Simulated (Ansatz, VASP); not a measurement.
Ag: VASP beside Ansatz

```
Ag
1.0
     2.69407   -2.69407    0.00000
     2.69407    2.69407    0.00000
     0.00000    0.00000    6.81851
Ag
5
Direct
  0.50000 0.00000 0.29952
  0.00000 0.50000 0.70048
  0.00000 0.50000 0.29952
  0.50000 0.00000 0.70048
  0.00000 0.00000 0.00000
```

Alike in both runs: functional PBEsol; k mesh 4 × 4 × 2; occupations gaussian, width 0.1 eV; no spin polarisation.

Ansatz relaxed the structure, and its values are those at the end. VASP's run is a single point on that final structure, the one shown.

|  | VASP | Ansatz |
| --- | --- | --- |
| version | VASP 6.6.1 | Ansatz 0.2.0 |
| potentials or method | VASP PAW PBE potentials, release 64 (Ag), cutoff 520 eV | scalar-relativistic, plane waves, PAW |
| valence electrons in the cell | 55 | 95 |

VASP gave:

```
gap on the k mesh at the Fermi level (eV) : none
pressure (GPa)                            : -0.2
rms of the force components (eV/Å)        : 0.009
```

**Question.** Estimate Ansatz's values.

**Answer.** gap on the k mesh at the Fermi level (eV): none; pressure (GPa): 0.0; rms of the force components (eV/Å): 0.008.

VASP's potentials were made for PBE, not for PBEsol. A gap of «none» marks a metal or a gap that the smearing closes. The functional is the same, so the differences come from potentials, cutoffs and numerics. VASP's potentials hold 55 valence electrons a cell and Ansatz's 95, so a difference there can come from the potentials and not from the codes.

The k mesh is coarse, so the values compare programs but aren't converged.
